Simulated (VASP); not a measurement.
# W (Fm-3m) in VASP: single point with PBEsol

Aim: the single point of W with PBEsol.

Program: VASP 6.6.1. These are calculated values, not measurements. Logs are shortened: lines on timing, memory, paths and dates and some standing lists are left out, and cuts for length are marked.

## (1) The cell of the first run

Symmetry: Fm-3m, No. 225, cubic system. The conventional cell has a = 3.974 Å, b = 3.974 Å, c = 3.974 Å, α = 90.00°, β = 90.00°, γ = 90.00°. Within 3.7 Å of W (site symmetry m-3m) lie 12 W at 2.81 Å.

## (2) Single point, PBEsol

Contents of INCAR:

```
PREC = Accurate
ENCUT = 500
EDIFF = 1E-6
ISMEAR = 0
SIGMA = 0.1
LREAL = F
LASPH = T
NELM = 120
ALGO = Normal
ISIF = 2
LWAVE = F
LCHARG = T
GGA = PS
LELF = T
LVHAR = T
NBANDS = 13
GGA_COMPAT = F
```

Contents of KPOINTS:

```
Automatic mesh
0
Gamma
  8 8 8
```

Contents of POSCAR:

```
W
1.0
    0.0000000000      1.9871083029      1.9871083029
    1.9871083029      0.0000000000      1.9871083029
    1.9871083029      1.9871083029      0.0000000000
W
1
Direct
    0.0000000000      0.0000000000      0.0000000000
```

Potentials or basis: VASP PAW PBE potentials, release 64 (W_sv).

Started as:

```bash
> cat potpaw_PBE.64/W_sv/POTCAR > POTCAR
> mpirun -np 1 vasp_std > vasp.out
```

OUTCAR:

```text
PREC = Accurate
   ENCUT = 500
   EDIFF = 1E-6
   ISMEAR = 0
   LREAL = F
   LASPH = T
   NELM = 120
   ISIF = 2
   GGA = PS

 ion  position               nearest neighbor table
   1  0.000  0.000  0.000-

  LATTYP: Found a face centered cubic cell.
 ALAT       =     3.9742166058

  Lattice vectors:

 A1 = (   0.0000000000,   1.9871083029,   1.9871083029)
 A2 = (   1.9871083029,   0.0000000000,   1.9871083029)
 A3 = (   1.9871083029,   1.9871083029,   0.0000000000)

Analysis of symmetry for initial positions (statically):
=====================================================================
 Subroutine PRICEL returns:
 Original cell was already a primitive cell.

 Routine SETGRP: Setting up the symmetry group for a
 face centered cubic supercell.

 Subroutine GETGRP returns: Found 48 space group operations
 (whereof 48 operations were pure point group operations)
 out of a pool of 48 trial point group operations.

The static configuration has the point symmetry O_h .

Analysis of symmetry for dynamics (positions and initial velocities):
=====================================================================
 Subroutine PRICEL returns:
 Original cell was already a primitive cell.

 Routine SETGRP: Setting up the symmetry group for a
 face centered cubic supercell.

 Subroutine GETGRP returns: Found 48 space group operations
 (whereof 48 operations were pure point group operations)
 out of a pool of 48 trial point group operations.

The dynamic configuration has the point symmetry O_h .

 Subroutine INISYM returns: Found 48 space group operations
 (whereof 48 operations are pure point group operations),
 and found     1 'primitive' translations

----------------------------------------------------------------------------------------

                                     Primitive cell

  volume of cell :      15.6926

  direct lattice vectors                    reciprocal lattice vectors
     0.000000000  1.987108303  1.987108303    -0.251621917  0.251621917  0.251621917
     1.987108303  0.000000000  1.987108303     0.251621917 -0.251621917  0.251621917
     1.987108303  1.987108303  0.000000000     0.251621917  0.251621917 -0.251621917

  length of vectors
     2.810195512  2.810195512  2.810195512     0.435821944  0.435821944  0.435821944

  position of ions in fractional coordinates (direct lattice)
     0.000000000  0.000000000  0.000000000

  ion indices of the primitive-cell ions
   primitive index   ion index
                 1           1

[... 74 lines left out ...]
   NSW    =      0    number of steps for IOM
   IBRION =     -1    ionic relax: 0-MD 1-quasi-New 2-CG
   NFREE  =      0    steps in history (QN), initial steepest desc. (CG)
   ISIF   =      2    stress and relaxation
   ISYM   =      2    0-nonsym 1-usesym 2-fastsym
   POTIM  = 0.5000    time-step for ionic-motion
   TEBEG  =    0.0;   TEEND  =   0.0 temperature during run
   PSTRESS=    0.0 pullay stress
   NELECT =      14.0000    total number of electrons
   NUPDOWN=      -1.0000    fix difference up-down
   EMIN   =  10.00;   EMAX   =-10.00  energy-range for DOS
   EFERMI =   0.00;   METHOD = LEGACY
   ISMEAR =     0;   SIGMA  =   0.10  broadening in eV -4-tet -1-fermi 0-gaus
   EFERMI_NEDOS =   21; number of points for ismear=-14 and -15
   IALGO  =     38    algorithm
   IMIX   =      4    mixing-type and parameters
     AMIX     =   0.40;   BMIX     =  1.00
     AMIX_MAG =   1.60;   BMIX_MAG =  1.00
  volume/ion in A,a.u.               =      15.69       105.90
  Fermi-wavevector in a.u.,A,eV,Ry     =   1.575987  2.978184 33.793268  2.483735
  Thomas-Fermi vector in A             =   2.676888
   LORBIT       =      0    0 simple, 1 ext, 2 COOP (PROOUT), +10 PAW based schemes
   GGA     = PS    functional components
   LHFCALC =     F    Hartree Fock is set to
   AEXX    =    0.0000 exact exchange contribution
   IVDW    =     0    specifies the selected vdW correction
   LEPSILON=     F    determine dielectric tensor
   LRPA    =     F    only Hartree local field effects (RPA)
 non-spin polarized calculation
 Gauss-broadening in eV      SIGMA  =   0.10
  energy-cutoff  :      500.00
  volume of cell :       15.69
 maximum number of plane-waves:       415
   NGX = 11   NGY = 11   NGZ = 11

 number of electron      13.9999996 magnetization

 Free energy of the ion-electron system (eV)
  ---------------------------------------------------
  ext. energy  EPLUGINS =         0.00000000
  ---------------------------------------------------
  free energy    TOTEN  =       -13.31529500 eV

  energy without entropy =      -13.30632944  energy(sigma->0) =      -13.31081222

 E-fermi :  10.8510     XC(G=0): -13.8109

 val. band max:       10.8106442557   @ k =   0.2500   0.1250   0.0000
 cond. band min:      10.8755795106   @ k =  -0.3750   0.3750   0.0000
 fundamental gap:      0.0649352549
 Fermi energy:        10.8510317562

 k-point     1 :       0.0000    0.0000    0.0000
  band No.  band energies     occupation
      1     -62.6244      2.00000
      2     -26.1868      2.00000
      3     -26.1868      2.00000
      4     -26.1868      2.00000
      5       1.7041      2.00000
      6      10.3111      2.00000
      7      10.3111      2.00000
      8      10.3111      2.00000
      9      13.6355      0.00000
     10      13.6355      0.00000
     11      23.8167      0.00000
     12      29.2336      0.00000
     13      29.2336      0.00000
[... 354 lines left out ...]
  band No.  band energies     occupation
      1     -62.4721      2.00000
      2     -27.3436      2.00000
      3     -26.7228      2.00000
      4     -26.4783      2.00000
      5       6.7461      2.00000
      6       8.2083      2.00000
      7      10.0455      2.00000
      8      11.6420      0.00000
      9      15.7308      0.00000
     10      19.2373      0.00000
     11      20.6664      0.00000
     12      26.9934      0.00000
     13      28.6529      0.00000

 [... further k-points ...]
[... 5 lines left out ...]
  --------------------------------------------------------------------------------------
  -------------------------------------------------------------------------------------
  Total        0.6724016      0.6724016      0.6724016     -0.0000000     -0.0000000      0.0000000
  in kB       68.6506585     68.6506585     68.6506585     -0.0000000     -0.0000000      0.0000000
  external PRESSURE =      68.6506585 kB  Pullay stress =       0.0000000 kB

 VOLUME and BASIS-vectors are now :
 -----------------------------------------------------------------------------
  energy-cutoff  :      500.00
  volume of cell :       15.69
      direct lattice vectors                 reciprocal lattice vectors
     0.000000000  1.987108303  1.987108303    -0.251621917  0.251621917  0.251621917
     1.987108303  0.000000000  1.987108303     0.251621917 -0.251621917  0.251621917
     1.987108303  1.987108303  0.000000000     0.251621917  0.251621917 -0.251621917

 POSITION                                       TOTAL-FORCE (eV/Angst)
 -----------------------------------------------------------------------------------
      0.00000      0.00000      0.00000         0.000000      0.000000      0.000000
 -----------------------------------------------------------------------------------
    total drift:                                0.000000     -0.000000     -0.000000

  FREE ENERGIE OF THE ION-ELECTRON SYSTEM (eV)
  ---------------------------------------------------
  free  energy   TOTEN  =       -13.3152949965 eV

  energy  without entropy=      -13.3063294384  energy(sigma->0) =      -13.31081222
```

OSZICAR:

```text
N       E                     dE             d eps       ncg     rms          rms(c)
DAV:   1     0.808613938621E+02    0.80861E+02   -0.75464E+03   754   0.121E+03
DAV:   2    -0.124546082733E+02   -0.93316E+02   -0.90079E+02   849   0.306E+02
DAV:   3    -0.139641377557E+02   -0.15095E+01   -0.15054E+01   834   0.379E+01
DAV:   4    -0.139700551359E+02   -0.59174E-02   -0.59173E-02   834   0.263E+00
DAV:   5    -0.139701041427E+02   -0.49007E-04   -0.49007E-04   834   0.224E-01    0.214E+01
DAV:   6    -0.134608587355E+02    0.50925E+00   -0.41400E-01   819   0.841E+00    0.863E+00
DAV:   7    -0.133203907646E+02    0.14047E+00   -0.21810E-01   819   0.576E+00    0.518E-01
DAV:   8    -0.133154700638E+02    0.49207E-02   -0.40155E-03   764   0.855E-01    0.910E-02
DAV:   9    -0.133152894190E+02    0.18064E-03   -0.11951E-04   859   0.123E-01    0.340E-02
DAV:  10    -0.133152947008E+02   -0.52818E-05   -0.51374E-06   794   0.280E-02    0.330E-03
DAV:  11    -0.133152949965E+02   -0.29568E-06   -0.17268E-07   412   0.472E-03
   1 F= -.13315295E+02 E0= -.13310812E+02  d E =-.896556E-02
```

stdout:

```text
POSCAR found type information on POSCAR W
 POSCAR found :  1 types and       1 ions
 scaLAPACK will be used
 -----------------------------------------------------------------------------
|                                                                             |
|                                                                             |
|     You enforced a specific xc type in the INCAR file but a different       |
|     I HOPE YOU KNOW WHAT YOU ARE DOING!                                     |
|                                                                             |
 -----------------------------------------------------------------------------

 LDA part: xc-table for (Slater+PW92), standard interpolation
 POSCAR, INCAR and KPOINTS ok, starting setup
 FFT: planning ... GRIDC
 FFT: planning ... GRID_SOFT
 FFT: planning ... GRID
 WAVECAR not read
 entering main loop
```

It took 9.2 s on 1 thread of Intel Xeon 8259CL, shared host; peak memory 0.13 GiB.

What came out:

| Property | Result |
| --- | --- |
| Free energy | -13.3153 eV |
| Pressure | 6.9 GPa |
| Band gap on the k mesh | zero (band 7 reaches 14.27 eV, above the bottom of band 8 at 10.31 eV) |

Levels at points of the mesh, in eV from the Fermi level:
| k point | band 5 | band 6 | band 7 | band 8 | band 9 | band 10 |
| --- | --- | --- | --- | --- | --- | --- |
| (0.00, 0.00, 0.00) | -9.15 | -0.54 | -0.54 | -0.54 | 2.78 | 2.78 |
| (0.50, 0.00, 0.00) | -5.77 | -0.79 | -0.79 | 0.89 | 5.45 | 5.45 |
| (0.50, 0.50, 0.00) | -5.73 | -4.73 | 3.42 | 5.41 | 6.24 | 6.24 |

Caveat: the PAW data sets were made with another functional, which shifts forces and pressure a little; spin-orbit coupling is left out, which moves the levels of the heavy elements.
